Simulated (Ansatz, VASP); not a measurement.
**Two plane-wave programs on NbP**

INCAR

```
SYSTEM = NbP
PREC = Accurate ; ENCUT = 520
EDIFF = 1E-6 ; ISMEAR = -1
SIGMA = 0.1 ; LREAL = .FALSE.
LASPH = .TRUE. ; NELM = 60
ALGO = Normal ; ISIF = 2
LWAVE = .FALSE. ; LCHARG = .FALSE.
GGA = PE ; NBANDS = 16
```

KPOINTS

```
regular mesh
0
G
  13 13 13
  0 0 0
```

POSCAR

```
NbP
1.0
    2.9460357136      0.0000000000      0.0000000000
    0.0000000000      2.9460357136      0.0000000000
    0.0000000000      0.0000000000      2.9460357136
Nb P
1 1
Direct
    0.0000000000      0.0000000000      0.0000000000
    0.5000000000      0.5000000000      0.5000000000
```

Input for Ansatz:

```yaml
crystal:
  lattice:
    - [2.9460357136, 0.0, 0.0]
    - [0.0, 2.9460357136, 0.0]
    - [0.0, 0.0, 2.9460357136]
  atoms:
    - { symbol: Nb, position: [0.0, 0.0, 0.0] }
    - { symbol: P, position: [0.5, 0.5, 0.5] }
kpoints:
  mp_grid: { grid: [13, 13, 13] }
scf:
  occupations: { method: fermi_dirac, width: 0.1 }
hamiltonian:
  xc: pbe
  pseudopotentials: { kind: paw }
output:
  forces: true
  stress: true
  eigenvalues: true
  populations: true
```

Change from the starting cell: volume scaled by 0.85, PAW files.

Alike in both runs: task single point; functional PBE; k mesh 13 × 13 × 13; occupations fermi-dirac, width 0.1 eV; no spin polarisation.

|  | VASP | Ansatz |
| --- | --- | --- |
| version | VASP 6.6.1 | Ansatz 0.2.0 |
| potentials or method | VASP PAW PBE potentials, release 64 (Nb_sv, P) | PAW with Ansatz's default frozen-core files, scalar-relativistic |
| plane-wave cutoff (eV) | 520 | 420 |
| valence electrons in the cell | 18 | 18 |

VASP gave:

- pressure (GPa): 43.2

Q: Estimate Ansatz's values.

A: Pressure (GPa): 43.8.

Both programs put the cell under a high pressure, so it lies far from rest at this level.
